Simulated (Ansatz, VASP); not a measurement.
Al in VASP and in Ansatz

Contents of INCAR:

```
ALGO = Normal ; EDIFF = 1E-6
ENCUT = 500 ; GGA_COMPAT = False
ISIF = 2 ; ISMEAR = 0
LASPH = True ; LCHARG = False
LREAL = False ; LWAVE = False
NBANDS = 8 ; NELM = 120
PREC = Accurate ; SIGMA = 0.1
```

Contents of KPOINTS:

```
k-points
0
Gamma
  8 8 8
```

Contents of POSCAR:

```
Al
1.0
   -1.5912186900      1.5912186900      1.5912186900
    1.5912186900     -1.5912186900      1.5912186900
    1.5912186900      1.5912186900     -1.5912186900
Al
1
Direct
    0.0000000000      0.0000000000      0.0000000000
```

Input for Ansatz:

```yaml
crystal:
  lattice:
    - [-1.59121869, 1.59121869, 1.59121869]
    - [1.59121869, -1.59121869, 1.59121869]
    - [1.59121869, 1.59121869, -1.59121869]
  atoms:
    - { symbol: Al, position: [0.0, 0.0, 0.0] }
basis:
  ecutwfc: 420
kpoints:
  mp_grid: { grid: [8, 8, 8] }
hamiltonian:
  xc: lda
scf:
  occupations: { method: gaussian, width: 0.1 }
output:
  forces: true
  stress: true
  eigenvalues: true
```

Alike in both runs: task single point; functional LDA; k mesh 8 × 8 × 8; occupations gaussian, width 0.1 eV; no spin polarisation.

```csv
,VASP,Ansatz
version,VASP 6.6.1,Ansatz 0.2.0
potentials or method,"VASP PAW LDA potentials, release 64 (Al), cutoff 500 eV","scalar-relativistic, plane waves, PAW"
valence electrons in the cell,3,3
```

VASP gave:

* gap on the k mesh at the Fermi level (eV): none
* pressure (GPa): 1.0

**Question.** Which values does Ansatz return?

**Answer.** gap on the k mesh at the Fermi level (eV): none; pressure (GPa): 0.9.

LDA's correlation is that of Perdew and Zunger in VASP and of Perdew and Wang (1992) in Ansatz. A gap of «none» marks a metal or a gap that the smearing closes.
